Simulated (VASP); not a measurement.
# ScAl3 (Pm-3m) in VASP: a series of runs

ScAl3 is run at these levels: PBEsol, LDA; tasks: single point.

All numbers are computed with VASP 6.6.1; they aren't measurements. Logs are shortened: lines on timing, memory, paths and dates and some standing lists are left out, and cuts for length are marked.

### 1 The cell of the first run

It takes space group Pm-3m (No. 221, cubic). Conventional cell: a = 4.071 Å, b = 4.071 Å, c = 4.071 Å, α = 90.00°, β = 90.00°, γ = 90.00°. Within 3.8 Å of Sc (site symmetry m-3m) lie 12 Al at 2.88 Å. Al (site symmetry 4/mmm) has 4 Sc at 2.88 Å and 8 Al at 2.88 Å within 3.8 Å.

### 2 Single point, PBEsol

Contents of INCAR:

```
  PREC = Accurate
  ENCUT = 500
  EDIFF = 1E-6
  ISMEAR = 0
  SIGMA = 0.1
  LREAL = F
  LASPH = T
  NELM = 120
  ALGO = Normal
  ISIF = 2
  LWAVE = F
  LCHARG = F
  GGA = PS
  NBANDS = 18
  GGA_COMPAT = F
```

Contents of KPOINTS:

```
Automatic mesh
0
Gamma
  8 8 8
```

Contents of POSCAR:

```
ScAl3
1.0
    4.0712986158      0.0000000000      0.0000000000
    0.0000000000      4.0712986158      0.0000000000
    0.0000000000      0.0000000000      4.0712986158
Sc Al
1 3
Direct
    0.0000000000      0.0000000000      0.0000000000
    0.5000000000      0.0000000000      0.5000000000
    0.0000000000      0.5000000000      0.5000000000
    0.5000000000      0.5000000000      0.0000000000
```

Potentials or basis: VASP PAW PBE potentials, release 64 (Sc_sv, Al).

On the command line:

```
$ cat potpaw_PBE.64/Sc_sv/POTCAR potpaw_PBE.64/Al/POTCAR > POTCAR
$ mpirun -np 1 vasp_std > vasp.out
```

OUTCAR:

```text
PREC = Accurate
   ENCUT = 500
   EDIFF = 1E-6
   ISMEAR = 0
   LREAL = F
   LASPH = T
   NELM = 120
   ISIF = 2
   GGA = PS

 ion  position               nearest neighbor table
   1  0.000  0.000  0.000-   2 2.88   3 2.88   4 2.88   2 2.88   3 2.88   3 2.88   4 2.88   3 2.88
                             2 2.88   4 2.88   2 2.88   4 2.88
   2  0.500  0.000  0.500-   1 2.88   3 2.88   4 2.88   1 2.88   4 2.88   3 2.88   4 2.88   4 2.88
                             1 2.88   3 2.88   1 2.88   3 2.88
   3  0.000  0.500  0.500-   1 2.88   2 2.88   4 2.88   1 2.88   4 2.88   1 2.88   2 2.88   1 2.88
                             2 2.88   4 2.88   4 2.88   2 2.88
   4  0.500  0.500  0.000-   1 2.88   2 2.88   3 2.88   2 2.88   3 2.88   1 2.88   2 2.88   2 2.88
                             1 2.88   3 2.88   3 2.88   1 2.88

  LATTYP: Found a simple cubic cell.
 ALAT       =     4.0712986158

  Lattice vectors:

 A1 = (   4.0712986158,   0.0000000000,   0.0000000000)
 A2 = (   0.0000000000,   4.0712986158,   0.0000000000)
 A3 = (   0.0000000000,   0.0000000000,   4.0712986158)

Analysis of symmetry for initial positions (statically):
=====================================================================
 Subroutine PRICEL returns:
 Original cell was already a primitive cell.

 Routine SETGRP: Setting up the symmetry group for a
 simple cubic supercell.

 Subroutine GETGRP returns: Found 48 space group operations
 (whereof 48 operations were pure point group operations)
 out of a pool of 48 trial point group operations.

The static configuration has the point symmetry O_h .

Analysis of symmetry for dynamics (positions and initial velocities):
=====================================================================
 Subroutine PRICEL returns:
 Original cell was already a primitive cell.

 Routine SETGRP: Setting up the symmetry group for a
 simple cubic supercell.

 Subroutine GETGRP returns: Found 48 space group operations
 (whereof 48 operations were pure point group operations)
 out of a pool of 48 trial point group operations.

The dynamic configuration has the point symmetry O_h .

 Subroutine INISYM returns: Found 48 space group operations
 (whereof 48 operations are pure point group operations),
 and found     1 'primitive' translations

----------------------------------------------------------------------------------------

                                     Primitive cell

  volume of cell :      67.4837

  direct lattice vectors                    reciprocal lattice vectors
     4.071298616  0.000000000  0.000000000     0.245621875  0.000000000  0.000000000
     0.000000000  4.071298616  0.000000000     0.000000000  0.245621875  0.000000000
     0.000000000  0.000000000  4.071298616     0.000000000  0.000000000  0.245621875

  length of vectors
     4.071298616  4.071298616  4.071298616     0.245621875  0.245621875  0.245621875

  position of ions in fractional coordinates (direct lattice)
     0.000000000  0.000000000  0.000000000
     0.500000000  0.000000000  0.500000000
     0.000000000  0.500000000  0.500000000
     0.500000000  0.500000000  0.000000000

  ion indices of the primitive-cell ions
   primitive index   ion index
                 1           1
                 2           2
                 3           3
                 4           4

----------------------------------------------------------------------------------------

 KPOINTS: Automatic mesh

Automatic generation of k-mesh.
 Grid dimensions read from file:
 generate k-points for:    8    8    8

 Generating k-lattice:

  Cartesian coordinates                     Fractional coordinates (reciprocal lattice)
     0.030702734  0.000000000  0.000000000     0.125000000  0.000000000  0.000000000
     0.000000000  0.030702734  0.000000000     0.000000000  0.125000000  0.000000000
     0.000000000  0.000000000  0.030702734     0.000000000  0.000000000  0.125000000

  Length of vectors
     0.030702734  0.030702734  0.030702734

  Shift w.r.t. Gamma in fractional coordinates (k-lattice)
     0.000000000  0.000000000  0.000000000

 Subroutine IBZKPT returns following result:
 ===========================================

 Found     35 irreducible k-points:

 Following reciprocal coordinates:
            Coordinates               Weight
  0.000000  0.000000  0.000000      1.000000
  0.125000  0.000000  0.000000      6.000000
  0.250000  0.000000  0.000000      6.000000
  0.375000  0.000000  0.000000      6.000000
  0.500000  0.000000  0.000000      3.000000
  0.125000  0.125000  0.000000     12.000000
[... 16 lines left out ...]
  0.375000  0.375000  0.125000     24.000000
  0.500000  0.375000  0.125000     24.000000
 [... further k-points ...]
   k-points           NKPTS =     35   k-points in BZ     NKDIM =     35   number of bands    NBANDS=     18
   number of dos      NEDOS =    301   number of ions     NIONS =      4
   total plane-waves  NPLWV =  27000
   dimension x,y,z NGX =    30 NGY =   30 NGZ =   30
   dimension x,y,z NGXF=    60 NGYF=   60 NGZF=   60
   ions per type =               1   3
   NGX,Y,Z   is equivalent  to a cutoff of  12.25, 12.25, 12.25 a.u.
   NGXF,Y,Z  is equivalent  to a cutoff of  24.50, 24.50, 24.50 a.u.
 SYSTEM =  unknown system
   PREC   = accura    normal or accurate (medium, high low for compatibility)
   ISTART =      0    job   : 0-new  1-cont  2-samecut
   ICHARG =      2    charge: 1-file 2-atom 10-const
   ISPIN  =      1    spin polarized calculation?
   LNONCOLLINEAR =      F non collinear calculations
   LSORBIT =      F    spin-orbit coupling
   LASPH  =      T    aspherical Exc in radial PAW
   ENCUT  =  500.0 eV  36.75 Ry    6.06 a.u.   7.42  7.42  7.42*2*pi/ulx,y,z
   NELM   =    120;   NELMIN=  2; NELMDL= -5     # of ELM steps
   EDIFF  = 0.1E-05   stopping-criterion for ELM
   LREAL  =      F    real-space projection
   EDIFFG = 0.1E-04   stopping-criterion for IOM
   NSW    =      0    number of steps for IOM
   IBRION =     -1    ionic relax: 0-MD 1-quasi-New 2-CG
   NFREE  =      0    steps in history (QN), initial steepest desc. (CG)
   ISIF   =      2    stress and relaxation
   ISYM   =      2    0-nonsym 1-usesym 2-fastsym
   POTIM  = 0.5000    time-step for ionic-motion
   TEBEG  =    0.0;   TEEND  =   0.0 temperature during run
   PSTRESS=    0.0 pullay stress
   NELECT =      20.0000    total number of electrons
   NUPDOWN=      -1.0000    fix difference up-down
   EMIN   =  10.00;   EMAX   =-10.00  energy-range for DOS
   EFERMI =   0.00;   METHOD = LEGACY
   ISMEAR =     0;   SIGMA  =   0.10  broadening in eV -4-tet -1-fermi 0-gaus
   EFERMI_NEDOS =   21; number of points for ismear=-14 and -15
   IALGO  =     38    algorithm
   IMIX   =      4    mixing-type and parameters
     AMIX     =   0.40;   BMIX     =  1.00
     AMIX_MAG =   1.60;   BMIX_MAG =  1.00
  volume/ion in A,a.u.               =      16.87       113.85
  Fermi-wavevector in a.u.,A,eV,Ry     =   1.091487  2.062611 16.209215  1.191344
  Thomas-Fermi vector in A             =   2.227733
   LORBIT       =      0    0 simple, 1 ext, 2 COOP (PROOUT), +10 PAW based schemes
   GGA     = PS    functional components
   LHFCALC =     F    Hartree Fock is set to
   AEXX    =    0.0000 exact exchange contribution
   IVDW    =     0    specifies the selected vdW correction
   LEPSILON=     F    determine dielectric tensor
   LRPA    =     F    only Hartree local field effects (RPA)
 non-spin polarized calculation
 Gauss-broadening in eV      SIGMA  =   0.10
  energy-cutoff  :      500.00
  volume of cell :       67.48
 maximum number of plane-waves:      1747
 NGX is ok and might be reduce to    30
   NGX = 15   NGY = 15   NGZ = 15

 number of electron      19.9999997 magnetization

 Free energy of the ion-electron system (eV)
  ---------------------------------------------------
  ext. energy  EPLUGINS =         0.00000000
  ---------------------------------------------------
  free energy    TOTEN  =       -20.76663474 eV

  energy without entropy =      -20.75895980  energy(sigma->0) =      -20.76279727

 E-fermi :   7.3365     XC(G=0): -10.5463

 val. band max:        7.3349961242   @ k =   0.5000   0.2500   0.2500
 cond. band min:       7.3966877584   @ k =   0.2500   0.2500   0.0000
 fundamental gap:      0.0616916342
 Fermi energy:         7.3364995877

 k-point     1 :       0.0000    0.0000    0.0000
  band No.  band energies     occupation
      1     -41.3842      2.00000
      2     -20.1875      2.00000
      3     -20.1875      2.00000
      4     -20.1875      2.00000
      5      -2.7754      2.00000
      6       4.6738      2.00000
[... 10 lines left out ...]
     17      12.6787      0.00000
     18      12.6787      0.00000

 k-point     2 :       0.1250    0.0000    0.0000
  band No.  band energies     occupation
      1     -41.3840      2.00000
      2     -20.1927      2.00000
      3     -20.1871      2.00000
      4     -20.1871      2.00000
      5      -2.6299      2.00000
      6       3.6211      2.00000
[... 10 lines left out ...]
     17      12.7695      0.00000
     18      12.7695      0.00000

 k-point     3 :       0.2500    0.0000    0.0000
  band No.  band energies     occupation
      1     -41.3835      2.00000
      2     -20.2052      2.00000
      3     -20.1862      2.00000
      4     -20.1862      2.00000
      5      -2.2007      2.00000
      6       2.1623      2.00000
[... 10 lines left out ...]
     17      12.3572      0.00000
     18      13.1474      0.00000

 k-point     4 :       0.3750    0.0000    0.0000
  band No.  band energies     occupation
      1     -41.3830      2.00000
      2     -20.2176      2.00000
      3     -20.1852      2.00000
      4     -20.1852      2.00000
      5      -1.5190      2.00000
      6       0.8123      2.00000
[... 375 lines left out ...]
      4     -20.1881      2.00000
      5      -0.3131      2.00000
      6       0.6555      2.00000
[... 10 lines left out ...]
     17      12.4039      0.00000
     18      13.1145      0.00000

 k-point    23 :       0.3750    0.3750    0.1250
  band No.  band energies     occupation
      1     -41.3816      2.00000
      2     -20.2133      2.00000
      3     -20.2127      2.00000
      4     -20.1875      2.00000
      5      -0.2781      2.00000
      6       1.9747      2.00000
[... 10 lines left out ...]
     17      11.5092      0.00000
     18      13.7921      0.00000

 k-point    24 :       0.5000    0.3750    0.1250
  band No.  band energies     occupation
      1     -41.3814      2.00000
      2     -20.2178      2.00000
      3     -20.2123      2.00000
      4     -20.1870      2.00000
      5       0.2182      2.00000
      6       1.2815      2.00000
[... 10 lines left out ...]
     17      12.0656      0.00000
     18      13.1194      0.00000

 [... further k-points ...]

------------------------ aborting loop because EDIFF is reached ----------------------------------------

  FORCE on cell =-STRESS in cart. coord.  units (eV):
  Direction    XX          YY          ZZ          XY          YZ          ZX
  --------------------------------------------------------------------------------------
  -------------------------------------------------------------------------------------
  Total        0.0589128      0.0589128      0.0589128      0.0000000     -0.0000000      0.0000000
  in kB        1.3986898      1.3986898      1.3986898      0.0000000     -0.0000000      0.0000000
  external PRESSURE =       1.3986898 kB  Pullay stress =       0.0000000 kB

 VOLUME and BASIS-vectors are now :
 -----------------------------------------------------------------------------
  energy-cutoff  :      500.00
  volume of cell :       67.48
      direct lattice vectors                 reciprocal lattice vectors
     4.071298616  0.000000000  0.000000000     0.245621875  0.000000000  0.000000000
     0.000000000  4.071298616  0.000000000     0.000000000  0.245621875  0.000000000
     0.000000000  0.000000000  4.071298616     0.000000000  0.000000000  0.245621875

 POSITION                                       TOTAL-FORCE (eV/Angst)
 -----------------------------------------------------------------------------------
      0.00000      0.00000      0.00000         0.000000      0.000000      0.000000
      2.03565      0.00000      2.03565         0.000000      0.000000      0.000000
      0.00000      2.03565      2.03565         0.000000      0.000000      0.000000
      2.03565      2.03565      0.00000         0.000000      0.000000      0.000000
 -----------------------------------------------------------------------------------
    total drift:                                0.000000     -0.000000      0.000000

  FREE ENERGIE OF THE ION-ELECTRON SYSTEM (eV)
  ---------------------------------------------------
  free  energy   TOTEN  =       -20.7666347357 eV

  energy  without entropy=      -20.7589598038  energy(sigma->0) =      -20.76279727
```

It took 34 s on 1 thread of Intel Xeon 8259CL, shared host; peak memory 0.19 GiB.

Results:

| Item | Value |
| --- | --- |
| Free energy | -20.7666 eV |
| Pressure | 0.1 GPa |
| Band gap on the k mesh | zero (bands 10 and 11 overlap by 3.91 eV) |

Levels at points of the mesh, in eV from the Fermi level:
| k point | band 7 | band 8 | band 9 | band 10 | band 11 | band 12 | band 13 | band 14 |
| --- | --- | --- | --- | --- | --- | --- | --- | --- |
| (0.00, 0.00, 0.00) | -2.66 | -1.83 | -1.83 | -1.83 | 1.19 | 1.28 | 1.28 | 1.28 |
| (0.50, 0.00, 0.00) | -1.76 | -1.76 | -1.53 | 0.93 | 1.00 | 1.00 | 1.32 | 1.63 |
| (0.50, 0.50, 0.00) | -5.66 | -4.42 | -0.57 | -0.57 | 1.18 | 1.35 | 2.07 | 2.51 |
| (0.50, 0.50, 0.50) | -4.84 | -4.55 | -2.98 | -2.98 | -2.98 | 0.92 | 2.62 | 2.62 |

Caveat: the PAW data sets were made with another functional, which shifts forces and pressure a little.

### 3 Single point, LDA

This run uses another cell than the first one, of 16.38 Å³/atom.

Contents of INCAR:

```
SYSTEM = ScAl3
PREC = Accurate
ENCUT = 500
EDIFF = 1E-6
ISMEAR = 0
SIGMA = 0.1
LREAL = .FALSE.
LASPH = .TRUE.
NELM = 120
ALGO = Normal
ISIF = 2
LWAVE = .FALSE.
LCHARG = .FALSE.
NBANDS = 18
GGA_COMPAT = .FALSE.
```

Contents of KPOINTS:

```
regular mesh
0
G
  10 10 10
  0 0 0
```

Contents of POSCAR:

```
ScAl3
1.0
    4.0316373440      0.0000000000      0.0000000000
    0.0000000000      4.0316373440      0.0000000000
    0.0000000000      0.0000000000      4.0316373440
Sc Al
1 3
Direct
    0.0000000000      0.0000000000      0.0000000000
    0.5000000000      0.0000000000      0.5000000000
    0.0000000000      0.5000000000      0.5000000000
    0.5000000000      0.5000000000      0.0000000000
```

Potentials or basis: VASP PAW LDA potentials, release 64 (Sc_sv, Al).

On the command line:

```
$ cat potpaw_LDA.64/Sc_sv/POTCAR potpaw_LDA.64/Al/POTCAR > POTCAR
$ mpirun -np 1 vasp_std > vasp.out
```

Run time: 48 s. Hardware: 1 thread of Intel Xeon 8259CL, shared host; peak memory 0.19 GiB.

Results (log left out):

```yaml
Free_energy: -21.2925 eV
Pressure: 0.1 GPa
Band_gap_on_the_k_mesh: zero (bands 10 and 11 overlap by 3.95 eV)
```

Levels at points of the mesh, in eV from the Fermi level:
```
           k point  band 6  band 7  band 8  band 9  band 10  band 11  band 12  band 13  band 14  band 15
(0.00, 0.00, 0.00)   -2.70   -2.70   -1.81   -1.81    -1.81     1.28     1.28     1.28     1.28     4.99
(0.50, 0.00, 0.00)   -7.44   -1.79   -1.79   -1.57     1.01     1.08     1.08     1.40     1.63     2.20
(0.50, 0.50, 0.00)   -5.68   -5.68   -4.43   -0.59    -0.59     1.22     1.39     2.10     2.53     3.57
(0.50, 0.50, 0.50)   -4.89   -4.89   -4.59   -2.94    -2.94    -2.94     1.05     2.64     2.64     4.18
```

The gap in the log of VASP goes by the Fermi energy; the results here count the filled bands.